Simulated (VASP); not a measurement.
# Pd (Pm-3m) in VASP: further runs

Runs on Pd. Level: PBE. Tasks: single point.

All numbers are computed with VASP 6.6.1; they aren't measurements. Logs are shortened: lines on timing, memory, paths and dates and some standing lists are left out, and cuts for length are marked.

## (1) The cell of the first run

It takes space group Pm-3m (No. 221, cubic). Conventional cell: a = 2.613 Å, b = 2.613 Å, c = 2.613 Å, α = 90.00°, β = 90.00°, γ = 90.00°. Pd (site symmetry m-3m) has 6 Pd at 2.61 Å within 3.4 Å.

This isn't the form of Pd at room conditions, which is fcc.

## (2) Single point, PBE, collinear spin

Contents of INCAR:

```
PREC = Accurate
ENCUT = 520
EDIFF = 1E-6
ISMEAR = -1
SIGMA = 0.05
LREAL = F
LASPH = T
NELM = 150
ALGO = Normal
ISIF = 2
LWAVE = F
LCHARG = F
ISPIN = 2
MAGMOM = 0.5 -0.5
LORBIT = 11
LMAXMIX = 4
GGA = PE
NBANDS = 21
```

Contents of KPOINTS:

```
regular mesh
0
Gamma
  17 17 17
```

Contents of POSCAR:

```
Pd
1.0
    0.0000000000      2.6130399928      2.6130399928
    2.6130399928      0.0000000000      2.6130399928
    2.6130399928      2.6130399928      0.0000000000
Pd
2
Direct
    0.0000000000      0.0000000000      0.0000000000
    0.5000000000      0.5000000000      0.5000000000
```

Potentials or basis: VASP PAW PBE potentials, release 64 (Pd).

The run is started by

```sh
> cat potpaw_PBE.64/Pd/POTCAR > POTCAR
> mpirun -np 1 vasp_std > vasp.out
```

OUTCAR:

```text
PREC = Accurate
   ENCUT = 520
   EDIFF = 1E-6
   ISMEAR = -1
   LREAL = F
   LASPH = T
   NELM = 150
   ISIF = 2
   ISPIN = 2
   LORBIT = 11
   GGA = PE

 ion  position               nearest neighbor table
   1  0.000  0.000  0.000-   2 2.61   2 2.61   2 2.61   2 2.61   2 2.61   2 2.61
   2  0.500  0.500  0.500-   1 2.61   1 2.61   1 2.61   1 2.61   1 2.61   1 2.61

  LATTYP: Found a face centered cubic cell.
 ALAT       =     5.2260799856

  Lattice vectors:

 A1 = (   0.0000000000,   2.6130399928,   2.6130399928)
 A2 = (   2.6130399928,   0.0000000000,   2.6130399928)
 A3 = (   2.6130399928,   2.6130399928,   0.0000000000)

Analysis of symmetry for initial positions (statically):
=====================================================================
 Subroutine PRICEL returns following result:

  LATTYP: Found a simple cubic cell.
 ALAT       =     2.6130399928
[... 12 lines left out ...]
 Subroutine GETGRP returns: Found 48 space group operations
 (whereof 48 operations were pure point group operations)
 out of a pool of 48 trial point group operations.

The static configuration has the point symmetry O_h .

Analysis of symmetry for dynamics (positions and initial velocities):
=====================================================================
 Subroutine PRICEL returns following result:

  LATTYP: Found a simple cubic cell.
 ALAT       =     2.6130399928
[... 12 lines left out ...]
 Subroutine GETGRP returns: Found 48 space group operations
 (whereof 48 operations were pure point group operations)
 out of a pool of 48 trial point group operations.

The dynamic configuration has the point symmetry O_h .

Analysis of structural, dynamic, and magnetic symmetry:
=====================================================================
 Subroutine PRICEL returns following result:

  LATTYP: Found a simple cubic cell.
 ALAT       =     2.6130399928
[... 12 lines left out ...]
 Subroutine GETGRP returns: Found 48 space group operations
 (whereof 48 operations were pure point group operations)
 out of a pool of 48 trial point group operations.

The overall configuration has the point symmetry O_h .

 Subroutine INISYM returns: Found 48 space group operations
 (whereof 48 operations are pure point group operations),
 and found     2 'primitive' translations

----------------------------------------------------------------------------------------

                                     Primitive cell

[... 108 lines left out ...]
     AMIX_MAG =   1.60;   BMIX_MAG =  1.00
  volume/ion in A,a.u.               =      17.84       120.40
  Fermi-wavevector in a.u.,A,eV,Ry     =   1.349777  2.550709 24.788436  1.821899
  Thomas-Fermi vector in A             =   2.477336
   LORBIT       =     11    0 simple, 1 ext, 2 COOP (PROOUT), +10 PAW based schemes
   GGA     = PE    functional components
   LHFCALC =     F    Hartree Fock is set to
   AEXX    =    0.0000 exact exchange contribution
   IVDW    =     0    specifies the selected vdW correction
   LEPSILON=     F    determine dielectric tensor
   LRPA    =     F    only Hartree local field effects (RPA)
 spin polarized calculation
  energy-cutoff  :      520.00
  volume of cell :       35.68
 maximum number of plane-waves:       974
   NGX = 13   NGY = 13   NGZ = 13

 number of electron      19.9999991 magnetization      -0.0000000

 number of electron      19.9999991 magnetization       0.0000000

 Free energy of the ion-electron system (eV)
  ---------------------------------------------------
  ext. energy  EPLUGINS =         0.00000000
  ---------------------------------------------------
  free energy    TOTEN  =        -9.43586690 eV

  energy without entropy =       -9.40927252  energy(sigma->0) =       -9.42256971

 E-fermi :   7.1632     XC(G=0): -11.8987

 val. band max:        7.1600584112   @ k =   0.4706   0.3529   0.0588
 cond. band min:       7.1656640108   @ k =   0.1765   0.1176   0.0000
 fundamental gap:      0.0056055996
 Fermi energy:         7.1632310395

 spin component 1

 k-point     1 :       0.0000    0.0000    0.0000
  band No.  band energies     occupation
      1       1.2445      1.00000
      2       2.7064      1.00000
      3       2.7064      1.00000
      4       3.3579      1.00000
      5       3.3579      1.00000
      6       3.3579      1.00000
[... 565 lines left out ...]
     20      25.4419      0.00000
     21      26.1766      0.00000

 [... further k-points ...]

 spin component 2

 k-point     1 :       0.0000    0.0000    0.0000
  band No.  band energies     occupation
      1       1.2445      1.00000
      2       2.7064      1.00000
      3       2.7064      1.00000
      4       3.3579      1.00000
      5       3.3579      1.00000
      6       3.3579      1.00000
[... 565 lines left out ...]
     20      25.4419      0.00000
     21      26.1766      0.00000

 [... further k-points ...]

------------------------ aborting loop because EDIFF is reached ----------------------------------------

  FORCE on cell =-STRESS in cart. coord.  units (eV):
  Direction    XX          YY          ZZ          XY          YZ          ZX
  --------------------------------------------------------------------------------------
  -------------------------------------------------------------------------------------
  Total       -0.0249305     -0.0249305     -0.0249305      0.0000000      0.0000000     -0.0000000
  in kB       -1.1193677     -1.1193677     -1.1193677      0.0000000      0.0000000     -0.0000000
  external PRESSURE =      -1.1193677 kB  Pullay stress =       0.0000000 kB

 VOLUME and BASIS-vectors are now :
 -----------------------------------------------------------------------------
  energy-cutoff  :      520.00
  volume of cell :       35.68
      direct lattice vectors                 reciprocal lattice vectors
     0.000000000  2.613039993  2.613039993    -0.191348009  0.191348009  0.191348009
     2.613039993  0.000000000  2.613039993     0.191348009 -0.191348009  0.191348009
     2.613039993  2.613039993  0.000000000     0.191348009  0.191348009 -0.191348009

 POSITION                                       TOTAL-FORCE (eV/Angst)
 -----------------------------------------------------------------------------------
      0.00000      0.00000      0.00000         0.000000      0.000000     -0.000000
      2.61304      2.61304      2.61304        -0.000000     -0.000000      0.000000
 -----------------------------------------------------------------------------------
    total drift:                                0.000000      0.000000      0.000000

  FREE ENERGIE OF THE ION-ELECTRON SYSTEM (eV)
  ---------------------------------------------------
  free  energy   TOTEN  =        -9.4358669018 eV

  energy  without entropy=       -9.4092725152  energy(sigma->0) =       -9.42256971

 total charge

# of ion       s       p       d       tot
------------------------------------------
    1        0.484   0.330   8.527   9.341
    2        0.484   0.330   8.527   9.341
--------------------------------------------------
tot          0.968   0.660  17.054  18.682

 magnetization (x)

# of ion       s       p       d       tot
------------------------------------------
    1        0.000  -0.000  -0.000  -0.000
    2       -0.000   0.000   0.000   0.000
--------------------------------------------------
tot          0.000   0.000   0.000   0.000
```

stdout:

```text
POSCAR found type information on POSCAR Pd
 POSCAR found :  1 types and       2 ions
 scaLAPACK will be used
 LDA part: xc-table for (Slater+PW92), standard interpolation
 POSCAR, INCAR and KPOINTS ok, starting setup
 FFT: planning ... GRIDC
 FFT: planning ... GRID_SOFT
 FFT: planning ... GRID
 WAVECAR not read
 entering main loop
```

It took 5.7 min on 1 thread of Oxide Virtual Turin-like, shared host; peak memory 0.26 GiB.

Results:

| Property | Result |
| --- | --- |
| Free energy | -9.4359 eV |
| Pressure | -0.1 GPa |
| Band gap on the k mesh | zero (filled and empty bands overlap) |
| Net moment | 0.00 μB per cell |
| Valence electrons inside the program's atomic spheres | Pd 9.34 |

## (3) Single point, PBE, non-collinear spin, typed start, spin-orbit coupling

Contents of INCAR:

```
PREC = Accurate ; ENCUT = 520
EDIFF = 1E-6 ; ISMEAR = -1
SIGMA = 0.05 ; LREAL = False
LASPH = True ; NELM = 150
ALGO = Normal ; ISIF = 2
LWAVE = False ; LCHARG = False
LNONCOLLINEAR = True ; MAGMOM = 0 0 0.5 0 0 -0.5
LORBIT = 11 ; LSORBIT = True
GGA_COMPAT = False ; LORBMOM = True
LMAXMIX = 4 ; GGA = PE
NBANDS = 32
```

Contents of KPOINTS:

```
regular mesh
0
Gamma
  10 10 10
```

POSCAR is that of step 2.

Potentials or basis: VASP PAW PBE potentials, release 64 (Pd).

The run is started by

```sh
> cat potpaw_PBE.64/Pd/POTCAR > POTCAR
> mpirun -np 1 vasp_ncl > vasp.out
```

Wall time 5.4 min (1 thread of Oxide Virtual Turin-like, shared host); peak memory 0.31 GiB.

The run converged. Its results:

* Free energy: -9.5147 eV
* Pressure: -0.1 GPa
* Net moment: 0.00 μB per cell
* Valence electrons inside the program's atomic spheres: Pd 9.34

Moments on the atoms (μB; x, y, z):
```
Pd  0.00 0.00 0.00
Pd  0.00 0.00 0.00
```
